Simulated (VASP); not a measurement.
## Ca: single point with PBEsol

Crystal: Ca.

```
Ca
1.0
     3.85241    0.00000    0.00000
    -1.92620    3.33628    0.00000
     0.00000    0.00000    6.62633
Ca
2
Direct
  0.66667 0.33333 0.75000
  0.33333 0.66667 0.25000
```

This cell differs from its parent crystal: strain along c alone, the other axes held: +4.5 %.

| Property | Result |
| --- | --- |
| Program | VASP 6.6.1 |
| Task | single point |
| Functional | PBEsol |
| Potentials or basis | VASP PAW PBE potentials, release 64 (Ca_sv) |
| Cutoff | 520 eV |
| k mesh | 12 × 12 × 8 |
| Occupations | gaussian, width 0.1 eV |
| Spin | no spin polarisation |

- Pressure: -0.7 GPa
- Band gap on the k mesh: zero (bands 10 and 11 overlap by 0.64 eV)

Stress tensor (GPa, compression positive):
```
-0.27  0.00  0.00
 0.00 -0.27  0.00
 0.00  0.00 -1.67
```

Levels at points of the mesh, in eV from the Fermi level:
```tsv
k point	band 7	band 8	band 9	band 10	band 11	band 12	band 13	band 14
(0.00, 0.00, 0.00)	-22.90	-22.89	-4.07	-1.24	-0.41	2.04	2.29	2.29
(0.50, 0.00, 0.00)	-22.92	-22.92	-1.06	-0.64	0.18	0.37	1.27	1.73
(0.00, 0.00, 0.50)	-22.91	-22.91	-3.13	-3.13	1.19	1.19	2.31	2.31
(0.50, 0.00, 0.50)	-22.93	-22.93	-0.69	-0.69	0.12	0.12	1.36	1.36
```

Wall time 94 s on 1 thread of Oxide Virtual Turin-like Processor, with other jobs on the host, peak memory 0.25 GiB.

Caveat: the cell differs from its parent crystal (strain along c alone, the other axes held: +4.5 %); the PAW data sets were made with another functional, which shifts forces and pressure a little.
